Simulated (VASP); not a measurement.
# CuP (P-6m2) in VASP: single point with PBE

Aim: the single point of CuP with PBE.

All numbers are computed with VASP 6.6.1; they aren't measurements. Logs are shortened: lines on timing, memory, paths and dates and some standing lists are left out, and cuts for length are marked.

## 1. The cell of the first run

Symmetry: P-6m2, No. 187, hexagonal system. The conventional cell has a = 3.734 Å, b = 3.734 Å, c = 2.482 Å, α = 90.00°, β = 90.00°, γ = 120.00°. Cu (site symmetry -6m2) has 2 Cu at 2.48 Å and 6 P at 2.49 Å within 3.3 Å. Within 3.3 Å of P (site symmetry -6m2) lie 2 P at 2.48 Å and 6 Cu at 2.49 Å.

## 2. Single point, PBE

INCAR

```
PREC = Accurate
ENCUT = 520
EDIFF = 1E-7
ISMEAR = 0
SIGMA = 0.1
LREAL = False
LASPH = True
NELM = 60
ALGO = Normal
ISIF = 2
LWAVE = False
LCHARG = False
GGA = PE
NBANDS = 15
```

KPOINTS

```
regular mesh
0
Gamma
  18 18 22
```

POSCAR

```
CuP
1.0
    3.7344491256      0.0000000000      0.0000000000
   -1.8672245628      3.2341278119      0.0000000000
    0.0000000000      0.0000000000      2.4815157421
Cu P
1 1
Direct
    0.0000000000      0.0000000000      0.0000000000
    0.6666666667      0.3333333333      0.5000000000
```

Potentials or basis: VASP PAW PBE potentials, release 64 (Cu, P).

On the command line:

```bash
cat potpaw_PBE.64/Cu/POTCAR potpaw_PBE.64/P/POTCAR > POTCAR
mpirun -np 1 vasp_std > vasp.out
```

OUTCAR:

```text
PREC = Accurate
   ENCUT = 520
   EDIFF = 1E-7
   ISMEAR = 0
   LREAL = False
   LASPH = True
   NELM = 60
   ISIF = 2
   GGA = PE

 ion  position               nearest neighbor table
   1  0.000  0.000  0.000-   2 2.49   2 2.49   2 2.49   2 2.49   2 2.49   2 2.49
   2  0.667  0.333  0.500-   1 2.49   1 2.49   1 2.49   1 2.49   1 2.49   1 2.49

  LATTYP: Found a hexagonal cell.
 ALAT       =     3.7344491256
 C/A-ratio  =     0.6644931176

  Lattice vectors:

 A1 = (   3.7344491256,   0.0000000000,   0.0000000000)
 A2 = (  -1.8672245628,   3.2341278119,   0.0000000000)
 A3 = (   0.0000000000,   0.0000000000,   2.4815157421)

Analysis of symmetry for initial positions (statically):
=====================================================================
 Subroutine PRICEL returns:
 Original cell was already a primitive cell.

 Routine SETGRP: Setting up the symmetry group for a
 hexagonal supercell.

 Subroutine GETGRP returns: Found 12 space group operations
 (whereof 12 operations were pure point group operations)
 out of a pool of 24 trial point group operations.

The static configuration has the point symmetry D_3h.

Analysis of symmetry for dynamics (positions and initial velocities):
=====================================================================
 Subroutine PRICEL returns:
 Original cell was already a primitive cell.

 Routine SETGRP: Setting up the symmetry group for a
 hexagonal supercell.

 Subroutine GETGRP returns: Found 12 space group operations
 (whereof 12 operations were pure point group operations)
 out of a pool of 24 trial point group operations.

The dynamic configuration has the point symmetry D_3h.

 Subroutine INISYM returns: Found 12 space group operations
 (whereof 12 operations are pure point group operations),
 and found     1 'primitive' translations

----------------------------------------------------------------------------------------

                                     Primitive cell

  volume of cell :      29.9710

  direct lattice vectors                    reciprocal lattice vectors
     3.734449126  0.000000000  0.000000000     0.267777112  0.154601187  0.000000000
    -1.867224563  3.234127812  0.000000000     0.000000000  0.309202375  0.000000000
     0.000000000  0.000000000  2.481515742     0.000000000  0.000000000  0.402979511

  length of vectors
     3.734449126  3.734449126  2.481515742     0.309202375  0.309202375  0.402979511

  position of ions in fractional coordinates (direct lattice)
     0.000000000  0.000000000  0.000000000
     0.666666667  0.333333333  0.500000000

  ion indices of the primitive-cell ions
   primitive index   ion index
                 1           1
                 2           2

----------------------------------------------------------------------------------------

 KPOINTS: regular mesh

Automatic generation of k-mesh.
 Grid dimensions read from file:
 generate k-points for:   18   18   22

 Generating k-lattice:

  Cartesian coordinates                     Fractional coordinates (reciprocal lattice)
     0.014876506  0.008588955  0.000000000     0.055555556  0.000000000  0.000000000
     0.000000000  0.017177910  0.000000000     0.000000000  0.055555556  0.000000000
     0.000000000  0.000000000  0.018317250     0.000000000  0.000000000  0.045454545

  Length of vectors
     0.017177910  0.017177910  0.018317250

  Shift w.r.t. Gamma in fractional coordinates (k-lattice)
     0.000000000  0.000000000  0.000000000

 Subroutine IBZKPT returns following result:
 ===========================================

 Found    444 irreducible k-points:

 Following reciprocal coordinates:
            Coordinates               Weight
  0.000000  0.000000  0.000000      1.000000
  0.055556 -0.000000  0.000000      6.000000
  0.111111 -0.000000  0.000000      6.000000
  0.166667 -0.000000  0.000000      6.000000
  0.222222 -0.000000  0.000000      6.000000
  0.277778 -0.000000  0.000000      6.000000
[... 16 lines left out ...]
  0.333333  0.111111  0.000000     12.000000
  0.388889  0.111111  0.000000     12.000000
 [... further k-points ...]
   k-points           NKPTS =    444   k-points in BZ     NKDIM =    444   number of bands    NBANDS=     15
   number of dos      NEDOS =    301   number of ions     NIONS =      2
   total plane-waves  NPLWV =  14112
   dimension x,y,z NGX =    28 NGY =   28 NGZ =   18
   dimension x,y,z NGXF=    56 NGYF=   56 NGZF=   36
   ions per type =               1   1
   NGX,Y,Z   is equivalent  to a cutoff of  12.46, 12.46, 12.06 a.u.
   NGXF,Y,Z  is equivalent  to a cutoff of  24.93, 24.93, 24.12 a.u.
 SYSTEM =  unknown system
   PREC   = accura    normal or accurate (medium, high low for compatibility)
   ISTART =      0    job   : 0-new  1-cont  2-samecut
   ICHARG =      2    charge: 1-file 2-atom 10-const
   ISPIN  =      1    spin polarized calculation?
   LNONCOLLINEAR =      F non collinear calculations
   LSORBIT =      F    spin-orbit coupling
   LASPH  =      T    aspherical Exc in radial PAW
   ENCUT  =  520.0 eV  38.22 Ry    6.18 a.u.   6.94  6.94  4.61*2*pi/ulx,y,z
   NELM   =     60;   NELMIN=  2; NELMDL= -5     # of ELM steps
   EDIFF  = 0.1E-06   stopping-criterion for ELM
   LREAL  =      F    real-space projection
   EDIFFG = 0.1E-05   stopping-criterion for IOM
   NSW    =      0    number of steps for IOM
   IBRION =     -1    ionic relax: 0-MD 1-quasi-New 2-CG
   NFREE  =      0    steps in history (QN), initial steepest desc. (CG)
   ISIF   =      2    stress and relaxation
   ISYM   =      2    0-nonsym 1-usesym 2-fastsym
   POTIM  = 0.5000    time-step for ionic-motion
   TEBEG  =    0.0;   TEEND  =   0.0 temperature during run
   PSTRESS=    0.0 pullay stress
   NELECT =      16.0000    total number of electrons
   NUPDOWN=      -1.0000    fix difference up-down
   EMIN   =  10.00;   EMAX   =-10.00  energy-range for DOS
   EFERMI =   0.00;   METHOD = LEGACY
   ISMEAR =     0;   SIGMA  =   0.10  broadening in eV -4-tet -1-fermi 0-gaus
   EFERMI_NEDOS =   21; number of points for ismear=-14 and -15
   IALGO  =     38    algorithm
   IMIX   =      4    mixing-type and parameters
     AMIX     =   0.40;   BMIX     =  1.00
     AMIX_MAG =   1.60;   BMIX_MAG =  1.00
  volume/ion in A,a.u.               =      14.99       101.13
  Fermi-wavevector in a.u.,A,eV,Ry     =   1.328050  2.509651 23.996840  1.763718
  Thomas-Fermi vector in A             =   2.457317
   LORBIT       =      0    0 simple, 1 ext, 2 COOP (PROOUT), +10 PAW based schemes
   GGA     = PE    functional components
   LHFCALC =     F    Hartree Fock is set to
   AEXX    =    0.0000 exact exchange contribution
   IVDW    =     0    specifies the selected vdW correction
   LEPSILON=     F    determine dielectric tensor
   LRPA    =     F    only Hartree local field effects (RPA)
 non-spin polarized calculation
 Gauss-broadening in eV      SIGMA  =   0.10
  energy-cutoff  :      520.00
  volume of cell :       29.97
 maximum number of plane-waves:       820
 NGX is ok and might be reduce to    28
   NGX = 13   NGY = 13   NGZ =  9

 number of electron      16.0000012 magnetization

 Free energy of the ion-electron system (eV)
  ---------------------------------------------------
  ext. energy  EPLUGINS =         0.00000000
  ---------------------------------------------------
  free energy    TOTEN  =        -8.94212232 eV

  energy without entropy =       -8.93793727  energy(sigma->0) =       -8.94002980

 E-fermi :   7.2797     XC(G=0): -11.1155

 val. band max:        7.2780435011   @ k =   0.3333   0.2778   0.4091
 cond. band min:       7.2799655045   @ k =   0.3333   0.0556   0.2727
 fundamental gap:      0.0019220034
 Fermi energy:         7.2797169236

 k-point     1 :       0.0000    0.0000    0.0000
  band No.  band energies     occupation
      1      -6.6609      2.00000
      2       2.6044      2.00000
      3       2.6044      2.00000
      4       2.8038      2.00000
      5       4.5703      2.00000
      6       4.5703      2.00000
      7       7.0019      1.99991
      8       7.0019      1.99991
      9       8.8107      0.00000
     10      11.9090      0.00000
     11      11.9090      0.00000
     12      13.6194      0.00000
     13      16.9399      0.00000
     14      18.6522      0.00000
     15      26.2340      0.00000

 k-point     2 :       0.0556   -0.0000    0.0000
  band No.  band energies     occupation
      1      -6.6323      2.00000
      2       2.4866      2.00000
      3       2.6161      2.00000
      4       2.8614      2.00000
      5       4.5671      2.00000
      6       4.5697      2.00000
      7       6.7237      2.00000
      8       6.9133      2.00000
      9       9.0954      0.00000
     10      11.8658      0.00000
     11      12.0607      0.00000
     12      13.6427      0.00000
     13      17.1996      0.00000
     14      18.6617      0.00000
     15      26.0390      0.00000

 k-point     3 :       0.1111   -0.0000    0.0000
  band No.  band energies     occupation
      1      -6.5479      2.00000
      2       2.2377      2.00000
      3       2.6510      2.00000
      4       2.9325      2.00000
      5       4.5581      2.00000
      6       4.5681      2.00000
      7       6.1787      2.00000
      8       6.6768      2.00000
      9       9.6036      0.00000
     10      11.8550      0.00000
     11      12.4860      0.00000
     12      13.7106      0.00000
     13      17.9010      0.00000
     14      18.7003      0.00000
     15      25.5333      0.00000
[... 343 lines left out ...]
 k-point    23 :       0.3333    0.1111    0.0000
  band No.  band energies     occupation
      1      -5.5614      2.00000
      2       0.2716      2.00000
      3       2.7502      2.00000
      4       3.2359      2.00000
      5       4.1606      2.00000
      6       4.4811      2.00000
      7       4.5491      2.00000
      8       4.8496      2.00000
      9      10.4084      0.00000
     10      14.4070      0.00000
     11      14.8038      0.00000
     12      17.6988      0.00000
     13      18.7454      0.00000
     14      21.6860      0.00000
     15      23.0599      0.00000

 k-point    24 :       0.3889    0.1111    0.0000
  band No.  band energies     occupation
      1      -5.4270      2.00000
      2       0.0422      2.00000
      3       2.7353      2.00000
      4       3.2877      2.00000
      5       4.0417      2.00000
      6       4.4736      2.00000
      7       4.5471      2.00000
      8       4.7129      2.00000
      9      10.3373      0.00000
     10      14.4868      0.00000
     11      15.8637      0.00000
     12      17.7579      0.00000
     13      19.1982      0.00000
     14      20.8722      0.00000
     15      22.8687      0.00000

 [... further k-points ...]
[... 5 lines left out ...]
  --------------------------------------------------------------------------------------
  -------------------------------------------------------------------------------------
  Total        0.0316079      0.0316079      0.0013395      0.0000000     -0.0000000     -0.0000000
  in kB        1.6896832      1.6896832      0.0716078      0.0000000     -0.0000000     -0.0000000
  external PRESSURE =       1.1503248 kB  Pullay stress =       0.0000000 kB

 VOLUME and BASIS-vectors are now :
 -----------------------------------------------------------------------------
  energy-cutoff  :      520.00
  volume of cell :       29.97
      direct lattice vectors                 reciprocal lattice vectors
     3.734449126  0.000000000  0.000000000     0.267777112  0.154601187  0.000000000
    -1.867224563  3.234127812  0.000000000     0.000000000  0.309202375  0.000000000
     0.000000000  0.000000000  2.481515742     0.000000000  0.000000000  0.402979511

 POSITION                                       TOTAL-FORCE (eV/Angst)
 -----------------------------------------------------------------------------------
      0.00000      0.00000      0.00000        -0.000000      0.000000      0.000000
      1.86722      1.07804      1.24076         0.000000      0.000000      0.000000
 -----------------------------------------------------------------------------------
    total drift:                                0.000001     -0.000001      0.000000

  FREE ENERGIE OF THE ION-ELECTRON SYSTEM (eV)
  ---------------------------------------------------
  free  energy   TOTEN  =        -8.9421223226 eV

  energy  without entropy=       -8.9379372717  energy(sigma->0) =       -8.94002980
```

It took 86 s on 1 thread of AMD EPYC 9R45 (Zen 5), shared host; peak memory 0.27 GiB.

Results:

```
Free energy            : -8.9421 eV
Pressure               : 0.1 GPa
Band gap on the k mesh : zero (bands 8 and 9 overlap by 2.81 eV)
```

Stress tensor (GPa, compression positive):
```
0.17 0.00 0.00
0.00 0.17 0.00
0.00 0.00 0.01
```
